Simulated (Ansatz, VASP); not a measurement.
**One calculation of MgO, two programs**

File INCAR:

```
SYSTEM = MgO
PREC = Accurate ; ENCUT = 520
EDIFF = 1E-6 ; ISMEAR = 0
SIGMA = 0.05 ; LREAL = .FALSE.
LASPH = .TRUE. ; NELM = 100
ALGO = Normal ; ISIF = 2
LWAVE = .FALSE. ; LCHARG = .FALSE.
GGA = CA ; NBANDS = 36
```

The input KPOINTS:

```
Automatic mesh
0
G
  4 4 4
  0 0 0
```

POSCAR

```
MgO
1.0
    5.5230736673      0.0000000000      0.0000000000
    0.0000000000      5.5230736673      0.0000000000
    0.0000000000      0.0000000000      5.5230736673
Mg O
6 6
Direct
    0.2500000000      0.0054680047      0.5000000000
    0.0000000000      0.4945319953      0.2500000000
    0.5000000000      0.7500000000      0.0000000000
    0.7500000000      0.0054680047      0.5000000000
    0.0000000000      0.4945319953      0.7500000000
    0.5000000000      0.2500000000      0.0000000000
    0.2500000000      0.5249150480      0.0000000000
    0.5000000000     -0.0249150480      0.2500000000
    0.0000000000      0.7500000000      0.5000000000
    0.7500000000      0.5249150480      0.0000000000
    0.5000000000     -0.0249150480      0.7500000000
    0.0000000000      0.2500000000      0.5000000000
```

Input for Ansatz:

```yaml
crystal:
  lattice:
    - [5.5230736673, 0.0, 0.0]
    - [0.0, 5.5230736673, 0.0]
    - [0.0, 0.0, 5.5230736673]
  atoms:
    - { symbol: Mg, position: [0.25, 0.0054680047, 0.5] }
    - { symbol: Mg, position: [0.0, 0.4945319953, 0.25] }
    - { symbol: Mg, position: [0.5, 0.75, 0.0] }
    - { symbol: Mg, position: [0.75, 0.0054680047, 0.5] }
    - { symbol: Mg, position: [0.0, 0.4945319953, 0.75] }
    - { symbol: Mg, position: [0.5, 0.25, 0.0] }
    - { symbol: O, position: [0.25, 0.524915048, 0.0] }
    - { symbol: O, position: [0.5, -0.024915048, 0.25] }
    - { symbol: O, position: [0.0, 0.75, 0.5] }
    - { symbol: O, position: [0.75, 0.524915048, 0.0] }
    - { symbol: O, position: [0.5, -0.024915048, 0.75] }
    - { symbol: O, position: [0.0, 0.25, 0.5] }
basis:
  ecutwfc: 520.0
kpoints:
  mp_grid: { grid: [4, 4, 4] }
hamiltonian:
  xc: lda
  pseudopotentials: { kind: paw, azcp: { folder: soft_1 } }
scf:
  occupations: { method: gaussian, width: 0.05 }
output:
  forces: true
  stress: true
  eigenvalues: true
```

Change from the starting cell: mode 14 frozen in at -0.029 Å and mode 24 at +0.115 Å (largest displacements).

Alike in both runs: task single point; functional LDA; k mesh 4 × 4 × 4; occupations gaussian, width 0.05 eV; no spin polarisation.

|  | VASP | Ansatz |
| --- | --- | --- |
| version | VASP 6.6.1 | Ansatz 0.2.0 |
| potentials or method | VASP PAW LDA potentials, release 64 (Mg, O), cutoff 520 eV | scalar-relativistic, plane waves, PAW |
| valence electrons in the cell | 48 | 96 |

```csv
,VASP,Ansatz,Ansatz less VASP
gap on the k mesh at the Fermi level (eV),2.70,2.71,+0.012
least direct gap on the mesh (eV),2.70,2.71,+0.012
pressure (GPa),-0.1,0.6,+0.67
"traceless stress, the component that is largest in VASP (GPa)",-0.41,-0.43,-0.013
rms of the force components (eV/Å),0.772,0.754,-0.0183
```

Ansatz warns that its potentials were made for another functional, while VASP's fit it. LDA's correlation is that of Perdew and Zunger in VASP and of Perdew and Wang (1992) in Ansatz. Atom by atom the forces differ by 0.019 eV/Å (rms over components). VASP's potentials hold 48 valence electrons a cell and Ansatz's 96, so a difference there can come from the potentials and not from the codes.
